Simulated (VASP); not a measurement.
# WS2 (R3m) in VASP: single point with PBE

Aim: the single point of WS2 with PBE.

Everything below comes from runs of VASP 6.6.1. Logs are shortened: lines on timing, memory, paths and dates and some standing lists are left out, and cuts for length are marked.

### Step 1. The cell of the first run

Symmetry: R3m, No. 160, trigonal system. The conventional cell has a = 3.172 Å, b = 3.172 Å, c = 18.712 Å, α = 90.00°, β = 90.00°, γ = 120.00°. Within 3.2 Å of W (site symmetry 3m) lie 6 S at 2.41 Å and 6 W at 3.17 Å. Within 3.2 Å of S (site symmetry 3m) lie 3 W at 2.41 Å and 7 S at 3.12 to 3.17 Å. S (site symmetry 3m) has 3 W at 2.41 Å and 7 S at 3.12 to 3.17 Å within 3.2 Å.

### Step 2. Single point, PBE, non-collinear spin, zero start, spin-orbit coupling

Contents of INCAR:

```
SYSTEM = WS2
PREC = Accurate ; ENCUT = 520
EDIFF = 1E-7 ; ISMEAR = -1
SIGMA = 0.02 ; LREAL = .FALSE.
LASPH = .TRUE. ; NELM = 150
ALGO = Normal ; ISIF = 2
LWAVE = .FALSE. ; LCHARG = .FALSE.
MAGMOM = 0 0 0 0 0 0 0 0 0 ; LORBIT = 11
LSORBIT = .TRUE. ; GGA_COMPAT = .FALSE.
LORBMOM = .TRUE. ; LMAXMIX = 4
GGA = PE ; NBANDS = 39
```

Contents of KPOINTS:

```
Automatic mesh
0
G
  10 10 10
  0 0 0
```

Contents of POSCAR:

```
WS2
1.0
    1.5858867079      0.9156121177      6.2374761145
   -1.5858867079      0.9156121177      6.2374761145
    0.0000000000     -1.8312242354      6.2374761145
W S
1 2
Direct
    0.0006662241      0.0006662241      0.0006662241
    0.2505579554      0.2505579554      0.2505579554
    0.4174758206      0.4174758206      0.4174758206
```

Potentials or basis: VASP PAW PBE potentials, release 64 (W_sv, S).

The run is started by

```bash
$ cat potpaw_PBE.64/W_sv/POTCAR potpaw_PBE.64/S/POTCAR > POTCAR
$ mpirun -np 1 vasp_ncl > vasp.out
```

OUTCAR:

```text
SYSTEM = WS2
   PREC = Accurate
   ENCUT = 520
   EDIFF = 1E-7
   ISMEAR = -1
   LREAL = .FALSE.
   LASPH = .TRUE.
   NELM = 150
   ISIF = 2
   LORBIT = 11
   LSORBIT = .TRUE.
   GGA = PE

 ion  position               nearest neighbor table
   1  0.001  0.001  0.001-   2 2.41   2 2.41   2 2.41   3 2.41   3 2.41   3 2.41
   2  0.251  0.251  0.251-   1 2.41   1 2.41   1 2.41
   3  0.417  0.417  0.417-   1 2.41   1 2.41   1 2.41

  LATTYP: Found a trigonal (rhomboedric) cell.
 ALAT       =     6.5007299959
 COS(alpha) =     0.8809717476

  Lattice vectors:

 A1 = (   1.5858867079,   0.9156121177,   6.2374761145)
 A2 = (  -1.5858867079,   0.9156121177,   6.2374761145)
 A3 = (   0.0000000000,  -1.8312242354,   6.2374761145)

Analysis of symmetry for initial positions (statically):
=====================================================================
 Subroutine PRICEL returns:
 Original cell was already a primitive cell.

 Routine SETGRP: Setting up the symmetry group for a
 trigonal (rhombohedral) supercell.

 Subroutine GETGRP returns: Found  6 space group operations
 (whereof  6 operations were pure point group operations)
 out of a pool of 12 trial point group operations.

The static configuration has the point symmetry C_3v.

Analysis of symmetry for dynamics (positions and initial velocities):
=====================================================================
 Subroutine PRICEL returns:
 Original cell was already a primitive cell.

 Routine SETGRP: Setting up the symmetry group for a
 trigonal (rhombohedral) supercell.

 Subroutine GETGRP returns: Found  6 space group operations
 (whereof  6 operations were pure point group operations)
 out of a pool of 12 trial point group operations.

The dynamic configuration has the point symmetry C_3v.

Analysis of structural, dynamic, and magnetic symmetry:
=====================================================================
 Subroutine PRICEL returns:
 Original cell was already a primitive cell.

 Routine SETGRP: Setting up the symmetry group for a
 trigonal (rhombohedral) supercell.

 Subroutine GETGRP returns: Found  6 space group operations
 (whereof  6 operations were pure point group operations)
 out of a pool of 12 trial point group operations.

The overall configuration has the point symmetry C_3v.

 Subroutine INISYM returns: Found  6 space group operations
 (whereof  6 operations are pure point group operations),
 and found     1 'primitive' translations

----------------------------------------------------------------------------------------

                                     Primitive cell

  volume of cell :      54.3430

  direct lattice vectors                    reciprocal lattice vectors
     1.585886708  0.915612118  6.237476114     0.315281033  0.182027589  0.053440418
    -1.585886708  0.915612118  6.237476114    -0.315281033  0.182027589  0.053440418
     0.000000000 -1.831224235  6.237476114     0.000000000 -0.364055179  0.053440418

  length of vectors
     6.500729996  6.500729996  6.500729996     0.367956589  0.367956589  0.367956589

  position of ions in fractional coordinates (direct lattice)
     0.000666224  0.000666224  0.000666224
     0.250557955  0.250557955  0.250557955
     0.417475821  0.417475821  0.417475821

  ion indices of the primitive-cell ions
   primitive index   ion index
                 1           1
                 2           2
                 3           3

----------------------------------------------------------------------------------------

 KPOINTS: Automatic mesh

Automatic generation of k-mesh.
 Grid dimensions read from file:
 generate k-points for:   10   10   10

 Generating k-lattice:

  Cartesian coordinates                     Fractional coordinates (reciprocal lattice)
     0.031528103  0.018202759  0.005344042     0.100000000  0.000000000  0.000000000
    -0.031528103  0.018202759  0.005344042     0.000000000  0.100000000  0.000000000
     0.000000000 -0.036405518  0.005344042     0.000000000  0.000000000  0.100000000

[... 99 lines left out ...]

 Free energy of the ion-electron system (eV)
  ---------------------------------------------------
  ext. energy  EPLUGINS =         0.00000000
  ---------------------------------------------------
  free energy    TOTEN  =       -24.39010312 eV

  energy without entropy =      -24.39010312  energy(sigma->0) =      -24.39010312

 E-fermi :   7.7857     XC(G=0): -10.8101

 val. band max:        7.2202937531   @ k =   0.5000   0.5000   0.5000
 cond. band min:       8.2228017463   @ k =  -0.2000   0.2000   0.0000
 fundamental gap:      1.0025079932
 Fermi energy:         7.7857047522

 k-point     1 :       0.0000    0.0000    0.0000
  band No.  band energies     occupation
      1     -67.4295      1.00000
      2     -67.4295      1.00000
      3     -37.4987      1.00000
      4     -37.4987      1.00000
      5     -28.8587      1.00000
      6     -28.8587      1.00000
[... 973 lines left out ...]
     37      14.5747      0.00000
     38      14.6884      0.00000

 [... further k-points ...]

 [bands above 38 left out]

------------------------ aborting loop because EDIFF is reached ----------------------------------------

  FORCE on cell =-STRESS in cart. coord.  units (eV):
  Direction    XX          YY          ZZ          XY          YZ          ZX
  --------------------------------------------------------------------------------------
  -------------------------------------------------------------------------------------
  Total        1.0385678      1.0385678      1.4711244      0.0000000      0.0000000      0.0000000
  in kB       30.6197464     30.6197464     43.3726698      0.0000000      0.0000000      0.0000000
  external PRESSURE =      34.8707208 kB  Pullay stress =       0.0000000 kB

 VOLUME and BASIS-vectors are now :
 -----------------------------------------------------------------------------
  energy-cutoff  :      520.00
  volume of cell :       54.34
      direct lattice vectors                 reciprocal lattice vectors
     1.585886708  0.915612118  6.237476114     0.315281033  0.182027589  0.053440418
    -1.585886708  0.915612118  6.237476114    -0.315281033  0.182027589  0.053440418
     0.000000000 -1.831224235  6.237476114     0.000000000 -0.364055179  0.053440418

 POSITION                                       TOTAL-FORCE (eV/Angst)
 -----------------------------------------------------------------------------------
      0.00000      0.00000      0.01247         0.000000      0.000000      0.001192
      0.00000      0.00000      4.68855         0.000000      0.000000     -0.222213
      0.00000      0.00000      7.81199         0.000000      0.000000      0.221021
 -----------------------------------------------------------------------------------
    total drift:                               -0.000000     -0.000000     -0.000205

  FREE ENERGIE OF THE ION-ELECTRON SYSTEM (eV)
  ---------------------------------------------------
  free  energy   TOTEN  =       -24.3901031222 eV

  energy  without entropy=      -24.3901031222  energy(sigma->0) =      -24.39010312

 orbital moment (x)

 # of ion     p       d       tot
 ----------------------------------------
  1         0.000   0.000   0.000
  2         0.000   0.000   0.000
  3         0.000   0.000   0.000
 ----------------------------------------
            0.000   0.000   0.000

 orbital moment (y)

 # of ion     p       d       tot
 ----------------------------------------
  1         0.000   0.000   0.000
  2        -0.000   0.000  -0.000
  3         0.000   0.000   0.000
 ----------------------------------------
            0.000   0.000   0.000

 orbital moment (z)

 # of ion     p       d       tot
 ----------------------------------------
  1        -0.000   0.000   0.000
  2         0.000   0.000   0.000
  3         0.000   0.000   0.000
 ----------------------------------------
           -0.000   0.000   0.000

 Spin-Orbit-Coupling matrix elements

 Ion:    1  E_soc:     -1.4923017
 l=   1
     0.0000000    -0.2213986    -0.2223162
    -0.2213986     0.0000000    -0.2213986
    -0.2223162    -0.2213986     0.0000000
 l=   2
     0.0000000    -0.0051402     0.0000000    -0.0051402    -0.0226960
    -0.0051402     0.0000000    -0.0167055    -0.0043696    -0.0051402
     0.0000000    -0.0167055     0.0000000    -0.0167055     0.0000000
    -0.0051402    -0.0043696    -0.0167055     0.0000000    -0.0051402
    -0.0226960    -0.0051402     0.0000000    -0.0051402     0.0000000
 l=   3
     0.0000000     0.0000000     0.0000000     0.0000000     0.0000000     0.0000000     0.0000000
     0.0000000     0.0000000     0.0000000     0.0000000     0.0000000     0.0000000     0.0000000
     0.0000000     0.0000000     0.0000000     0.0000000     0.0000000     0.0000000     0.0000000
     0.0000000     0.0000000     0.0000000     0.0000000     0.0000000     0.0000000     0.0000000
[... 29 lines left out ...]
 l=   2
     0.0000000     0.0000000     0.0000000     0.0000000     0.0000000
     0.0000000     0.0000000     0.0000000     0.0000000     0.0000000
     0.0000000     0.0000000     0.0000000     0.0000000     0.0000000
     0.0000000     0.0000000     0.0000000     0.0000000     0.0000000
     0.0000000     0.0000000     0.0000000     0.0000000     0.0000000
 l=   3
     0.0000000     0.0000000     0.0000000     0.0000000     0.0000000     0.0000000     0.0000000
     0.0000000     0.0000000     0.0000000     0.0000000     0.0000000     0.0000000     0.0000000
     0.0000000     0.0000000     0.0000000     0.0000000     0.0000000     0.0000000     0.0000000
     0.0000000     0.0000000     0.0000000     0.0000000     0.0000000     0.0000000     0.0000000
     0.0000000     0.0000000     0.0000000     0.0000000     0.0000000     0.0000000     0.0000000
     0.0000000     0.0000000     0.0000000     0.0000000     0.0000000     0.0000000     0.0000000
     0.0000000     0.0000000     0.0000000     0.0000000     0.0000000     0.0000000     0.0000000

 total charge

# of ion       s       p       d       tot
------------------------------------------
    1        2.321   6.334   3.392  12.047
    2        1.360   2.367   0.000   3.726
    3        1.360   2.366   0.000   3.726
--------------------------------------------------
tot          5.040  11.067   3.392  19.499

 magnetization (x)

# of ion       s       p       d       tot
------------------------------------------
    1        0.000   0.000   0.000   0.000
    2        0.000  -0.000   0.000  -0.000
    3        0.000  -0.000   0.000  -0.000
--------------------------------------------------
tot          0.000  -0.000   0.000  -0.000

 magnetization (y)

# of ion       s       p       d       tot
------------------------------------------
    1        0.000  -0.000   0.000  -0.000
    2        0.000   0.000   0.000   0.000
    3        0.000   0.000   0.000   0.000
--------------------------------------------------
tot          0.000  -0.000   0.000  -0.000

 magnetization (z)

# of ion       s       p       d       tot
------------------------------------------
    1        0.000   0.000   0.000   0.000
    2        0.000   0.000   0.000   0.000
    3        0.000   0.000   0.000   0.000
--------------------------------------------------
tot          0.000   0.000   0.000   0.000
```

Wall time 61 min (1 thread of Oxide Virtual Turin-like, shared host); peak memory 1.1 GiB.

What came out:

```
Free energy                                           : -24.3901 eV
Pressure                                              : 3.5 GPa
Largest force                                         : 0.222 eV/Å
Net moment                                            : 0.00 μB per cell
Valence electrons inside the program's atomic spheres : W 12.05; S 3.73
```

Forces in eV/Å, atoms in the order of the input:
```
W    0.000  0.000  0.001
S    0.000  0.000 -0.222
S    0.000  0.000  0.221
```

Moments on the atoms (μB; x, y, z):
```
W   0.00 0.00 0.00
S   0.00 0.00 0.00
S   0.00 0.00 0.00
```

Caveat: the cell stands under pressure.
